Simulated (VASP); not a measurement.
# AlBN (P4/mmm) in VASP: single point with PBE

Aim: the single point of AlBN with PBE.

All numbers are computed with VASP 6.6.1; they aren't measurements. Logs are shortened: lines on timing, memory, paths and dates and some standing lists are left out, and cuts for length are marked.

## Step 1: The cell of the first run

Symmetry: P4/mmm, No. 123, tetragonal system. The conventional cell has a = 2.677 Å, b = 2.677 Å, c = 4.975 Å, α = 90.00°, β = 90.00°, γ = 90.00°. Al (site symmetry 4/mmm) has 4 N at 1.89 Å and 2 B at 2.49 Å within 2.5 Å. Within 3.3 Å of B (site symmetry 4/mmm) lie 2 Al at 2.49 Å and 4 B at 2.68 Å and 8 N at 3.13 Å. Within 2.5 Å of N (site symmetry 4/mmm) lie 4 Al at 1.89 Å.

The cell was built from a structure type or drawn by symmetry, and may not be a known phase.

## Step 2: Single point, PBE

The input, INCAR:

```
  ALGO = Normal
  EDIFF = 1E-6
  ENCUT = 520
  GGA = PE
  ISIF = 2
  ISMEAR = 0
  LASPH = T
  LCHARG = F
  LREAL = F
  LWAVE = F
  NBANDS = 12
  NELM = 80
  PREC = Accurate
  SIGMA = 0.1
```

The input, KPOINTS:

```
k-points
0
Gamma
  6 6 6
```

The input, POSCAR:

```
AlBN
1.0
    2.6765177957      0.0000000000      0.0000000000
    0.0000000000      2.6765177957      0.0000000000
    0.0000000000      0.0000000000      4.9746189398
Al B N
1 1 1
Direct
    0.5000000000      0.5000000000      0.1168608251
    0.5000000000      0.5000000000      0.6168628156
    0.0000000000      0.0000000000      0.1168609394
```

Potentials or basis: VASP PAW PBE potentials, release 64 (Al, B, N).

Run with:

```console
$ cat potpaw_PBE.64/Al/POTCAR potpaw_PBE.64/B/POTCAR potpaw_PBE.64/N/POTCAR > POTCAR
$ mpirun -np 1 vasp_std > vasp.out
```

OUTCAR:

```text
EDIFF = 1E-6
   ENCUT = 520
   GGA = PE
   ISIF = 2
   ISMEAR = 0
   LASPH = T
   LREAL = F
   NELM = 80
   PREC = Accurate

 ion  position               nearest neighbor table
   1  0.500  0.500  0.117-   3 1.89   3 1.89   3 1.89   3 1.89   2 2.49   2 2.49
   2  0.500  0.500  0.617-   1 2.49   1 2.49
   3  0.000  0.000  0.117-   1 1.89   1 1.89   1 1.89   1 1.89

  LATTYP: Found a simple tetragonal cell.
 ALAT       =     2.6765177957
 C/A-ratio  =     1.8586160525

  Lattice vectors:

 A1 = (   2.6765177957,   0.0000000000,   0.0000000000)
 A2 = (   0.0000000000,   2.6765177957,   0.0000000000)
 A3 = (   0.0000000000,   0.0000000000,   4.9746189398)

Analysis of symmetry for initial positions (statically):
=====================================================================
 Subroutine PRICEL returns:
 Original cell was already a primitive cell.

 Routine SETGRP: Setting up the symmetry group for a
 simple tetragonal supercell.

 Subroutine GETGRP returns: Found 16 space group operations
 (whereof  8 operations were pure point group operations)
 out of a pool of 16 trial point group operations.

The static configuration has the point symmetry C_4v.
 The point group associated with its full space group is D_4h.

Analysis of symmetry for dynamics (positions and initial velocities):
=====================================================================
 Subroutine PRICEL returns:
 Original cell was already a primitive cell.

 Routine SETGRP: Setting up the symmetry group for a
 simple tetragonal supercell.

 Subroutine GETGRP returns: Found 16 space group operations
 (whereof  8 operations were pure point group operations)
 out of a pool of 16 trial point group operations.

The dynamic configuration has the point symmetry C_4v.
 The point group associated with its full space group is D_4h.

 Subroutine INISYM returns: Found 16 space group operations
 (whereof  8 operations are pure point group operations),
 and found     1 'primitive' translations

----------------------------------------------------------------------------------------

                                     Primitive cell

  volume of cell :      35.6369

  direct lattice vectors                    reciprocal lattice vectors
     2.676517796  0.000000000  0.000000000     0.373619784  0.000000000  0.000000000
[... 90 lines left out ...]
   EDIFFG = 0.1E-04   stopping-criterion for IOM
   NSW    =      0    number of steps for IOM
   IBRION =     -1    ionic relax: 0-MD 1-quasi-New 2-CG
   NFREE  =      0    steps in history (QN), initial steepest desc. (CG)
   ISIF   =      2    stress and relaxation
   ISYM   =      2    0-nonsym 1-usesym 2-fastsym
   POTIM  = 0.5000    time-step for ionic-motion
   TEBEG  =    0.0;   TEEND  =   0.0 temperature during run
   PSTRESS=    0.0 pullay stress
   NELECT =      11.0000    total number of electrons
   NUPDOWN=      -1.0000    fix difference up-down
   EMIN   =  10.00;   EMAX   =-10.00  energy-range for DOS
   EFERMI =   0.00;   METHOD = LEGACY
   ISMEAR =     0;   SIGMA  =   0.10  broadening in eV -4-tet -1-fermi 0-gaus
   EFERMI_NEDOS =   21; number of points for ismear=-14 and -15
   IALGO  =     38    algorithm
   IMIX   =      4    mixing-type and parameters
     AMIX     =   0.40;   BMIX     =  1.00
     AMIX_MAG =   1.60;   BMIX_MAG =  1.00
  volume/ion in A,a.u.               =      11.88        80.16
  Fermi-wavevector in a.u.,A,eV,Ry     =   1.106384  2.090762 16.654680  1.224084
  Thomas-Fermi vector in A             =   2.242884
   LORBIT       =      0    0 simple, 1 ext, 2 COOP (PROOUT), +10 PAW based schemes
   GGA     = PE    functional components
   LHFCALC =     F    Hartree Fock is set to
   AEXX    =    0.0000 exact exchange contribution
   IVDW    =     0    specifies the selected vdW correction
   LEPSILON=     F    determine dielectric tensor
   LRPA    =     F    only Hartree local field effects (RPA)
 non-spin polarized calculation
 Gauss-broadening in eV      SIGMA  =   0.10
  energy-cutoff  :      520.00
  volume of cell :       35.64
 maximum number of plane-waves:       984
 NGX is ok and might be reduce to    20
   NGX =  9   NGY =  9   NGZ = 19

 number of electron      10.9999998 magnetization

 Free energy of the ion-electron system (eV)
  ---------------------------------------------------
  ext. energy  EPLUGINS =         0.00000000
  ---------------------------------------------------
  free energy    TOTEN  =       -16.03262931 eV

  energy without entropy =      -16.02130285  energy(sigma->0) =      -16.02696608

 E-fermi :   4.8269     XC(G=0): -10.3126

 val. band max:        4.8167728811   @ k =   0.5000   0.5000   0.1667
 cond. band min:       4.8396249221   @ k =   0.5000   0.1667   0.3333
 fundamental gap:      0.0228520410
 Fermi energy:         4.8268862253

 k-point     1 :       0.0000    0.0000    0.0000
  band No.  band energies     occupation
      1     -11.4932      2.00000
      2      -2.8443      2.00000
      3      -0.8667      2.00000
      4       3.4365      2.00000
      5       3.4365      2.00000
      6       6.7722      0.00000
      7      10.3361      0.00000
      8      10.3361      0.00000
      9      10.3997      0.00000
     10      13.1293      0.00000
     11      18.1126      0.00000
     12      18.9600      0.00000
[... 331 lines left out ...]
 k-point    24 :       0.5000    0.0000    0.3333
  band No.  band energies     occupation
      1      -9.4337      2.00000
      2      -3.1957      2.00000
      3      -0.1588      2.00000
      4       1.1627      2.00000
      5       3.8608      2.00000
      6       4.6096      1.99788
      7       5.1521      0.00000
      8      11.2529      0.00000
      9      12.2066      0.00000
     10      12.9136      0.00000
     11      17.0066      0.00000
     12      17.4594      0.00000

 [... further k-points ...]
[... 5 lines left out ...]
  --------------------------------------------------------------------------------------
  -------------------------------------------------------------------------------------
  Total       -0.0220439     -0.0220439      0.0299444      0.0000000      0.0000000      0.0000000
  in kB       -0.9910557     -0.9910557      1.3462503      0.0000000      0.0000000      0.0000000
  external PRESSURE =      -0.2119537 kB  Pullay stress =       0.0000000 kB

 VOLUME and BASIS-vectors are now :
 -----------------------------------------------------------------------------
  energy-cutoff  :      520.00
  volume of cell :       35.64
      direct lattice vectors                 reciprocal lattice vectors
     2.676517796  0.000000000  0.000000000     0.373619784  0.000000000  0.000000000
     0.000000000  2.676517796  0.000000000     0.000000000  0.373619784  0.000000000
     0.000000000  0.000000000  4.974618940     0.000000000  0.000000000  0.201020422

 POSITION                                       TOTAL-FORCE (eV/Angst)
 -----------------------------------------------------------------------------------
      1.33826      1.33826      0.58134         0.000000      0.000000      0.000000
      1.33826      1.33826      3.06866         0.000000     -0.000000     -0.000000
      0.00000      0.00000      0.58134         0.000000      0.000000      0.000000
 -----------------------------------------------------------------------------------
    total drift:                               -0.000000     -0.000000     -0.000658

  FREE ENERGIE OF THE ION-ELECTRON SYSTEM (eV)
  ---------------------------------------------------
  free  energy   TOTEN  =       -16.0326293073 eV

  energy  without entropy=      -16.0213028483  energy(sigma->0) =      -16.02696608
```

stdout:

```text
POSCAR found type information on POSCAR AlB N
 POSCAR found :  3 types and       3 ions
 scaLAPACK will be used
 LDA part: xc-table for (Slater+PW92), standard interpolation
 POSCAR, INCAR and KPOINTS ok, starting setup
 FFT: planning ... GRIDC
 FFT: planning ... GRID_SOFT
 FFT: planning ... GRID
 WAVECAR not read
 entering main loop
```

Wall time 20 s (1 thread of Intel Xeon 8259CL, shared host); peak memory 0.15 GiB.

What came out:

| Quantity | Value |
| --- | --- |
| Free energy | -16.0326 eV |
| Pressure | 0.0 GPa |
| Band gap on the k mesh | zero (an odd number of electrons rules out a gap without spin polarisation) |

Caveat: the k points lie up to 0.39 Å⁻¹ apart, too coarse for converged energies and pressures of a metal.
